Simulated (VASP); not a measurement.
Crystal: Dy5C.

```
CELL_PARAMETERS angstrom
5.96215 0.00000 0.00000
-2.98108 5.16338 0.00000
0.00000 0.00000 4.78477
ATOMIC_POSITIONS crystal
Dy 0.33333 0.66667 0.00000
Dy 0.66667 0.33333 0.00000
Dy 0.50000 0.00000 0.50000
Dy 0.50000 0.50000 0.50000
Dy 0.00000 0.50000 0.50000
C 0.00000 0.00000 0.00000
```

The cell was generated, and may not be a known phase.

* Program: VASP 6.6.1
* Task: relaxation of cell and atoms
* Functional: PBE
* Potentials or basis: VASP PAW PBE potentials, release 64 (Dy_3, C), 4f in core
* Cutoff: 600 eV
* k mesh: 3 × 3 × 4
* Occupations: gaussian, width 0.2 eV
* Spin: no spin polarisation

At the start: pressure 12.8 GPa; volume 24.55 Å³/atom.

Q: How do energy, volume and symmetry change on relaxing?

A: Over 8 steps the energy falls by 399.0 meV/atom and the volume is 32.07 Å³/atom (+30.6 %); space group P6/mmm (No. 191, to 0.1 Å) before and after.

Step by step:
| step | energy change (eV) | largest force (eV/Å) | pressure (GPa) | volume (Å³) |
| --- | --- | --- | --- | --- |
| 1 | 0.0000 | 0.0000 | 12.83 | 147.30 |
| 2 | -2.1230 | 0.0000 | 0.77 | 192.89 |
| 3 | -2.1181 | 0.0000 | -2.20 | 214.40 |
| 4 | -2.1791 | 0.0000 | -0.92 | 203.98 |
| 5 | -2.3313 | 0.0000 | -0.87 | 200.96 |
| 6 | -2.3813 | 0.0000 | -0.75 | 198.23 |
| 7 | -2.3831 | 0.0000 | -0.72 | 197.70 |
| 8 | -2.3941 | 0.0000 | 0.08 | 192.42 |

Final structure:
```xyz
6
Lattice="6.1154 0.0000 0.0000 -3.0577 5.2961 0.0000 0.0000 0.0000 5.9412" Properties=species:S:1:pos:R:3 pbc="T T T"
Dy    0.0000    3.5307    0.0000
Dy    3.0577    1.7654    0.0000
Dy    0.0000    5.2961    2.9706
Dy    1.5288    2.6480    2.9706
Dy   -1.5288    2.6480    2.9706
C    -3.0577    5.2961    0.0000
```

Caveat: the k points lie up to 0.40 Å⁻¹ apart in the final cell, too coarse for converged energies and pressures of a metal; the volume moved by over 15 % at a fixed basis, so the end points are rough; the highest band is partly filled, so the run has too few bands.
